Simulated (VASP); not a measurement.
A run of VASP 6.6.1 is set up as follows.

INCAR

```
SYSTEM = Co
AGGAC    = 1.0          
AGGAX    = 1.0          
ALDAC    = 0.0          
ALDAX    = 1.0          
ALGO     = Normal         ! electronic algorithm
EDIFF    = 1E-6           ! SCF threshold, eV
ENCUT    = 520            ! plane-wave cutoff, eV
GGA      = B5             ! functional
ISIF     = 2              ! what is computed and relaxed
ISMEAR   = -1             ! smearing method
ISPIN    = 2              ! spin polarisation
IVDW     = 12             ! dispersion correction
LASPH    = .True.         ! aspherical terms in the spheres
LCHARG   = .True.         ! write CHGCAR
LELF     = .True.         ! ELF
LMAXMIX  = 4              ! l up to which the mixer works
LORBIT   = 11             ! projections on sites
LREAL    = .False.        ! projectors in reciprocal space
LVHAR    = .True.       
LWAVE    = .False.        ! write WAVECAR
MAGMOM   = 2 2            ! initial moments
NBANDS   = 20             ! bands
NELM     = 150            ! most SCF steps
PREC     = Accurate       ! precision mode
SIGMA    = 0.05           ! smearing width, eV
VDW_A1   = 0.4298       
VDW_A2   = 4.2359       
VDW_S6   = 1.0          
VDW_S8   = 2.6996
```

The input KPOINTS:

```
k-points
0
Gamma
  12 12 7
  0 0 0
```

POSCAR

```
Co
1.0
    2.4742763945      0.0000000000      0.0000000000
   -1.2371381973      2.1427862136      0.0000000000
    0.0000000000      0.0000000000      3.9873732410
Co
2
Direct
    0.6666666667      0.3333333333      0.7500000000
    0.3333333333      0.6666666667      0.2500000000
```

Potentials or basis: VASP PAW PBE potentials, release 64 (Co).

Command:

```sh
$ cat potpaw_PBE.64/Co/POTCAR > POTCAR
$ mpirun -np 1 vasp_std > vasp.out
```

(1) Estimate the site moments.

(2) Estimate the pressure.

(3) Predict the dispersion energy per atom.

(4) Estimate the net moment.

Results:

(1) Co +1.56 μB.

(2) -0.4 GPa.

(3) -0.980 eV.

(4) 3.09 μB per cell.

Caveat: the PAW data sets were made with another functional, which shifts forces and pressure a little; pairwise dispersion overbinds metals, which lowers pressure and volume.
